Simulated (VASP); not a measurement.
# Fe (Fmmm) in VASP: further runs

Fe is run at these levels: LDA; tasks: electric field gradients.

Everything below comes from runs of VASP 6.6.1. Logs are shortened: lines on timing, memory, paths and dates and some standing lists are left out, and cuts for length are marked.

### 1 The cell of the first run

It takes space group Fmmm (No. 69, orthorhombic). The conventional cell has a = 2.987 Å, b = 3.870 Å, c = 3.917 Å, α = 90.00°, β = 90.00°, γ = 90.00°. Within 3.2 Å of Fe (site symmetry mmm) lie 14 Fe at 2.44 to 2.99 Å.

### 2 Electric field gradients, LDA, collinear spin, ferromagnetic start (11.32 Å³/atom)

File INCAR:

```
SYSTEM = Fe
PREC = Accurate ; ENCUT = 520
EDIFF = 1E-8 ; ISMEAR = -1
SIGMA = 0.05 ; LREAL = .FALSE.
LASPH = .TRUE. ; NELM = 150
ALGO = Normal ; ISIF = 2
LWAVE = .FALSE. ; LCHARG = .FALSE.
ISPIN = 2 ; MAGMOM = 3
LORBIT = 11 ; LMAXMIX = 4
LEFG = .TRUE. ; NBANDS = 14
```

File KPOINTS:

```
Automatic mesh
0
G
  16 16 16
  0 0 0
```

File POSCAR:

```
Fe
1.0
    0.0000000000      1.9352455294      1.9585328551
    1.4934281684      0.0000000000      1.9585328551
    1.4934281684      1.9352455294      0.0000000000
Fe
1
Direct
    0.0000000000      0.0000000000      0.0000000000
```

Potentials or basis: VASP PAW LDA potentials, release 64 (Fe).

Started as:

```console
$ cat potpaw_LDA.64/Fe/POTCAR > POTCAR
$ mpirun -np 1 vasp_std > vasp.out
```

OUTCAR:

```text
SYSTEM = Fe
   PREC = Accurate
   ENCUT = 520
   EDIFF = 1E-8
   ISMEAR = -1
   LREAL = .FALSE.
   LASPH = .TRUE.
   NELM = 150
   ISIF = 2
   ISPIN = 2
   LORBIT = 11

 ion  position               nearest neighbor table
   1  0.000  0.000  0.000-

  LATTYP: Found a face centered orthorhombic cell.
 ALAT       =     2.9868563368
 B/A-ratio  =     1.2958410524
 C/A-ratio  =     1.3114342534

  Lattice vectors:

 A1 = (   0.0000000000,   1.9352455294,   1.9585328551)
 A2 = (   1.4934281684,   0.0000000000,   1.9585328551)
 A3 = (   1.4934281684,   1.9352455294,   0.0000000000)

Analysis of symmetry for initial positions (statically):
=====================================================================
 Subroutine PRICEL returns:
 Original cell was already a primitive cell.

 Routine SETGRP: Setting up the symmetry group for a
 face centered orthorhombic supercell.

 Subroutine GETGRP returns: Found  8 space group operations
 (whereof  8 operations were pure point group operations)
 out of a pool of  8 trial point group operations.

The static configuration has the point symmetry D_2h.

Analysis of symmetry for dynamics (positions and initial velocities):
=====================================================================
 Subroutine PRICEL returns:
 Original cell was already a primitive cell.

 Routine SETGRP: Setting up the symmetry group for a
 face centered orthorhombic supercell.

 Subroutine GETGRP returns: Found  8 space group operations
 (whereof  8 operations were pure point group operations)
 out of a pool of  8 trial point group operations.

The dynamic configuration has the point symmetry D_2h.

Analysis of structural, dynamic, and magnetic symmetry:
=====================================================================
 Subroutine PRICEL returns:
 Original cell was already a primitive cell.

 Routine SETGRP: Setting up the symmetry group for a
 face centered orthorhombic supercell.

 Subroutine GETGRP returns: Found  8 space group operations
 (whereof  8 operations were pure point group operations)
 out of a pool of  8 trial point group operations.

The overall configuration has the point symmetry D_2h.

 Subroutine INISYM returns: Found  8 space group operations
 (whereof  8 operations are pure point group operations),
 and found     1 'primitive' translations

----------------------------------------------------------------------------------------

                                     Primitive cell

  volume of cell :      11.3209

  direct lattice vectors                    reciprocal lattice vectors
     0.000000000  1.935245529  1.958532855    -0.334800167  0.258365149  0.255293139
     1.493428168  0.000000000  1.958532855     0.334800167 -0.258365149  0.255293139
     1.493428168  1.935245529  0.000000000     0.334800167  0.258365149 -0.255293139

  length of vectors
     2.753366340  2.462961355  2.444484190     0.493982073  0.493982073  0.493982073

  position of ions in fractional coordinates (direct lattice)
     0.000000000  0.000000000  0.000000000

  ion indices of the primitive-cell ions
   primitive index   ion index
                 1           1

----------------------------------------------------------------------------------------

 KPOINTS: Automatic mesh

Automatic generation of k-mesh.
 Grid dimensions read from file:
 generate k-points for:   16   16   16

 Generating k-lattice:

  Cartesian coordinates                     Fractional coordinates (reciprocal lattice)
    -0.020925010  0.016147822  0.015955821     0.062500000  0.000000000  0.000000000
     0.020925010 -0.016147822  0.015955821     0.000000000  0.062500000  0.000000000
     0.020925010  0.016147822 -0.015955821     0.000000000  0.000000000  0.062500000

  Length of vectors
     0.030873880  0.030873880  0.030873880

  Shift w.r.t. Gamma in fractional coordinates (k-lattice)
     0.000000000  0.000000000  0.000000000

 Subroutine IBZKPT returns following result:
 ===========================================

 Found    621 irreducible k-points:

 Following reciprocal coordinates:
            Coordinates               Weight
  0.000000  0.000000  0.000000      1.000000
  0.062500  0.000000  0.000000      8.000000
  0.125000  0.000000  0.000000      8.000000
  0.187500 -0.000000  0.000000      8.000000
  0.250000  0.000000  0.000000      8.000000
  0.312500  0.000000  0.000000      8.000000
[... 16 lines left out ...]
 -0.125000  0.062500 -0.000000      8.000000
 -0.062500  0.062500  0.000000      4.000000
 [... further k-points ...]
   k-points           NKPTS =    621   k-points in BZ     NKDIM =    621   number of bands    NBANDS=     14
   number of dos      NEDOS =    301   number of ions     NIONS =      1
   total plane-waves  NPLWV =   6480
   dimension x,y,z NGX =    20 NGY =   18 NGZ =   18
   dimension x,y,z NGXF=    40 NGYF=   36 NGZF=   36
   ions per type =               1
   NGX,Y,Z   is equivalent  to a cutoff of  12.08, 12.15, 12.24 a.u.
   NGXF,Y,Z  is equivalent  to a cutoff of  24.15, 24.30, 24.48 a.u.
 SYSTEM =  Fe
   PREC   = accura    normal or accurate (medium, high low for compatibility)
   ISTART =      0    job   : 0-new  1-cont  2-samecut
   ICHARG =      2    charge: 1-file 2-atom 10-const
   ISPIN  =      2    spin polarized calculation?
   LNONCOLLINEAR =      F non collinear calculations
   LSORBIT =      F    spin-orbit coupling
   LASPH  =      T    aspherical Exc in radial PAW
   ENCUT  =  520.0 eV  38.22 Ry    6.18 a.u.   5.12  4.58  4.55*2*pi/ulx,y,z
   NELM   =    150;   NELMIN=  2; NELMDL= -5     # of ELM steps
   EDIFF  = 0.1E-07   stopping-criterion for ELM
   LREAL  =      F    real-space projection
   EDIFFG = 0.1E-06   stopping-criterion for IOM
   NSW    =      0    number of steps for IOM
   IBRION =     -1    ionic relax: 0-MD 1-quasi-New 2-CG
   NFREE  =      0    steps in history (QN), initial steepest desc. (CG)
   ISIF   =      2    stress and relaxation
   ISYM   =      2    0-nonsym 1-usesym 2-fastsym
   POTIM  = 0.5000    time-step for ionic-motion
   TEBEG  =    0.0;   TEEND  =   0.0 temperature during run
   PSTRESS=    0.0 pullay stress
   NELECT =       8.0000    total number of electrons
   NUPDOWN=      -1.0000    fix difference up-down
   EMIN   =  10.00;   EMAX   =-10.00  energy-range for DOS
   EFERMI =   0.00;   METHOD = LEGACY
   ISMEAR =    -1;   SIGMA  =   0.05  broadening in eV -4-tet -1-fermi 0-gaus
   EFERMI_NEDOS =   21; number of points for ismear=-14 and -15
   IALGO  =     38    algorithm
   IMIX   =      4    mixing-type and parameters
     AMIX     =   0.40;   BMIX     =  1.00
     AMIX_MAG =   1.60;   BMIX_MAG =  1.00
  volume/ion in A,a.u.               =      11.32        76.40
  Fermi-wavevector in a.u.,A,eV,Ry     =   1.458180  2.755560 28.929908  2.126288
  Thomas-Fermi vector in A             =   2.574894
   LORBIT       =     11    0 simple, 1 ext, 2 COOP (PROOUT), +10 PAW based schemes
   GGA     = CA    functional components
   LHFCALC =     F    Hartree Fock is set to
   AEXX    =    0.0000 exact exchange contribution
   IVDW    =     0    specifies the selected vdW correction
   LEPSILON=     F    determine dielectric tensor
   LRPA    =     F    only Hartree local field effects (RPA)
 spin polarized calculation
  energy-cutoff  :      520.00
  volume of cell :       11.32
 maximum number of plane-waves:       329
   NGX = 11   NGY =  9   NGZ =  9

 number of electron       8.0000000 magnetization       2.1132363

 Free energy of the ion-electron system (eV)
  ---------------------------------------------------
  ext. energy  EPLUGINS =         0.00000000
  ---------------------------------------------------
  free energy    TOTEN  =        -9.14984450 eV

  energy without entropy =       -9.13955002  energy(sigma->0) =       -9.14469726

 E-fermi :   5.7578     XC(G=0): -13.4357

 val. band max:        5.7575242593   @ k =   0.1250   0.3750   0.0625
 cond. band min:       5.7580208491   @ k =  -0.0625   0.5000   0.4375
 fundamental gap:      0.0004965898
 Fermi energy:         5.7577871911

 spin component 1

 k-point     1 :       0.0000    0.0000    0.0000
  band No.  band energies     occupation
      1      -2.8259      1.00000
      2       3.2760      1.00000
      3       3.3781      1.00000
      4       3.7518      1.00000
      5       4.5497      1.00000
      6       4.9644      1.00000
      7      29.5321      0.00000
      8      31.0285      0.00000
      9      31.2927      0.00000
     10      35.3200      0.00000
     11      36.3765      0.00000
     12      36.6477      0.00000
     13      37.0870      0.00000
     14      37.1704      0.00000

 k-point     2 :       0.0625    0.0000    0.0000
  band No.  band energies     occupation
      1      -2.6673      1.00000
      2       3.2880      1.00000
      3       3.3880      1.00000
      4       3.7734      1.00000
      5       4.5237      1.00000
      6       4.9445      1.00000
      7      28.9393      0.00000
      8      30.4491      0.00000
      9      31.0532      0.00000
     10      34.7425      0.00000
[... 362 lines left out ...]
 k-point    24 :      -0.0625    0.0625    0.0000
  band No.  band energies     occupation
      1      -2.3666      1.00000
      2       3.3330      1.00000
      3       3.3391      1.00000
      4       3.8805      1.00000
      5       4.4455      1.00000
      6       4.9238      1.00000
      7      27.7096      0.00000
      8      29.3712      0.00000
      9      30.8289      0.00000
     10      34.2510      0.00000
     11      34.7750      0.00000
     12      36.4758      0.00000
     13      36.7800      0.00000
     14      38.8522      0.00000

 [... further k-points ...]

 spin component 2

 k-point     1 :       0.0000    0.0000    0.0000
  band No.  band energies     occupation
      1      -2.4496      1.00000
      2       4.9575      1.00000
      3       5.0924      1.00000
      4       5.5609      0.98088
      5       6.6896      0.00000
      6       7.2498      0.00000
      7      29.6810      0.00000
      8      31.2042      0.00000
      9      31.4870      0.00000
     10      35.8849      0.00000
     11      36.7380      0.00000
     12      37.4748      0.00000
     13      37.8956      0.00000
     14      37.9815      0.00000

 k-point     2 :       0.0625    0.0000    0.0000
  band No.  band energies     occupation
      1      -2.2902      1.00000
      2       4.9679      1.00000
      3       5.1008      1.00000
      4       5.5811      0.97165
      5       6.6568      0.00000
      6       7.2261      0.00000
      7      29.2028      0.00000
      8      30.6783      0.00000
      9      31.2940      0.00000
     10      35.3438      0.00000
[... 362 lines left out ...]
 k-point    24 :      -0.0625    0.0625    0.0000
  band No.  band energies     occupation
      1      -1.9871      1.00000
      2       5.0253      1.00000
      3       5.0338      1.00000
      4       5.6884      0.80011
      5       6.5583      0.00000
      6       7.2037      0.00000
      7      28.1176      0.00000
      8      29.7845      0.00000
      9      31.0588      0.00000
     10      34.8207      0.00000
     11      35.4166      0.00000
     12      37.1870      0.00000
     13      37.2454      0.00000
     14      39.6224      0.00000

 [... further k-points ...]
[... 5 lines left out ...]
  --------------------------------------------------------------------------------------
  -------------------------------------------------------------------------------------
  Total       -1.6428967     -0.9633610     -1.0797942     -0.0000000      0.0000000      0.0000000
  in kB     -232.5088877   -136.3384536   -152.8165189     -0.0000000      0.0000000      0.0000000
  external PRESSURE =    -173.8879534 kB  Pullay stress =       0.0000000 kB

 VOLUME and BASIS-vectors are now :
 -----------------------------------------------------------------------------
  energy-cutoff  :      520.00
  volume of cell :       11.32
      direct lattice vectors                 reciprocal lattice vectors
     0.000000000  1.935245529  1.958532855    -0.334800167  0.258365149  0.255293139
     1.493428168  0.000000000  1.958532855     0.334800167 -0.258365149  0.255293139
     1.493428168  1.935245529  0.000000000     0.334800167  0.258365149 -0.255293139

 POSITION                                       TOTAL-FORCE (eV/Angst)
 -----------------------------------------------------------------------------------
      0.00000      0.00000      0.00000         0.000000      0.000000      0.000000
 -----------------------------------------------------------------------------------
    total drift:                                0.000000     -0.000000      0.000000

  FREE ENERGIE OF THE ION-ELECTRON SYSTEM (eV)
  ---------------------------------------------------
  free  energy   TOTEN  =        -9.1498445017 eV

  energy  without entropy=       -9.1395500191  energy(sigma->0) =       -9.14469726

 Electric field gradients (V/A^2)
---------------------------------------------------------------------
 ion       V_xx      V_yy      V_zz      V_xy      V_xz      V_yz
---------------------------------------------------------------------
   1       8.819    -4.328    -4.491     0.002     0.001     0.000
---------------------------------------------------------------------

 Electric field gradients after diagonalization (V/A^2)
 (convention: |V_zz| > |V_xx| > |V_yy|)
----------------------------------------------------------------------
 ion       V_xx      V_yy      V_zz     asymmetry (V_yy - V_xx)/ V_zz
----------------------------------------------------------------------
   1      -4.491    -4.328     8.819       0.018
----------------------------------------------------------------------

           NMR quadrupolar parameters

 Cq : quadrupolar parameter    Cq=e*Q*V_zz/h
 eta: asymmetry parameters     (V_yy - V_xx)/ V_zz
 Q  : nuclear electric quadrupole moment in mb (millibarn)
----------------------------------------------------------------------
 ion       Cq(MHz)       eta       Q (mb)
----------------------------------------------------------------------
   1       0.021       0.018       1.000
----------------------------------------------------------------------

 total charge

# of ion       s       p       d       tot
------------------------------------------
    1        0.491   0.537   6.260   7.288

 magnetization (x)

# of ion       s       p       d       tot
------------------------------------------
    1       -0.011  -0.033   2.131   2.087
```

Run time: 1.8 min. Hardware: 1 thread of Intel Xeon 6975P-C (Granite Rapids), shared host; peak memory 0.24 GiB.

What came out:

```
Free energy                                           : -9.1498 eV
Pressure                                              : -17.4 GPa
Net moment                                            : 2.11 μB per cell
Site moments                                          : Fe +2.09 μB
Largest electric field gradient by atom               : Fe +8.8 V/Å²
Valence electrons inside the program's atomic spheres : Fe 7.29
```

Stress tensor (GPa, compression positive):
```
-23.25   0.00   0.00
  0.00 -13.63   0.00
  0.00   0.00 -15.28
```

Levels at points of the mesh, in eV from the Fermi level:
Spin up:
| k point | band 2 | band 3 | band 4 | band 5 | band 6 | band 7 | band 8 | band 9 |
| --- | --- | --- | --- | --- | --- | --- | --- | --- |
| (0.00, 0.00, 0.00) | -2.48 | -2.38 | -2.01 | -1.21 | -0.79 | 23.77 | 25.27 | 25.53 |
| (0.50, 0.00, 0.00) | -3.21 | -1.28 | -0.66 | 0.18 | 0.37 | 7.09 | 18.85 | 20.99 |
| (0.50, 0.50, 0.00) | -3.79 | -0.62 | -0.54 | 0.45 | 0.74 | 7.81 | 17.26 | 18.56 |
| (0.50, 0.00, 0.50) | -3.76 | -0.66 | -0.60 | 0.51 | 0.97 | 8.08 | 17.03 | 18.32 |
| (0.00, 0.50, 0.50) | -4.73 | 0.06 | 0.15 | 0.25 | 7.78 | 10.85 | 10.85 | 14.56 |
Spin down:
| k point | band 1 | band 2 | band 3 | band 4 | band 5 | band 6 | band 7 |
| --- | --- | --- | --- | --- | --- | --- | --- |
| (0.00, 0.00, 0.00) | -8.21 | -0.80 | -0.67 | -0.20 | 0.93 | 1.49 | 23.92 |
| (0.50, 0.00, 0.00) | -3.79 | -1.60 | 0.55 | 0.83 | 1.57 | 2.38 | 8.39 |
| (0.50, 0.50, 0.00) | -3.77 | -2.30 | 1.12 | 1.58 | 1.71 | 2.44 | 9.09 |
| (0.50, 0.00, 0.50) | -3.75 | -2.25 | 1.35 | 1.52 | 1.65 | 2.48 | 9.35 |
| (0.00, 0.50, 0.50) | -3.39 | -3.19 | 2.07 | 2.12 | 2.19 | 8.23 | 11.31 |

Electric field gradients, principal values (V/Å²):
| atom | least | middle | greatest (by size) |
| --- | --- | --- | --- |
| 1 Fe | -4.328 | -4.491 | 8.819 |

Caveat: the cell stands under tension; without QUAD_EFG the Cq values of the log hold for a quadrupole moment of 1 mb, not for the nuclei.

(Continued in part 2 of 2.)
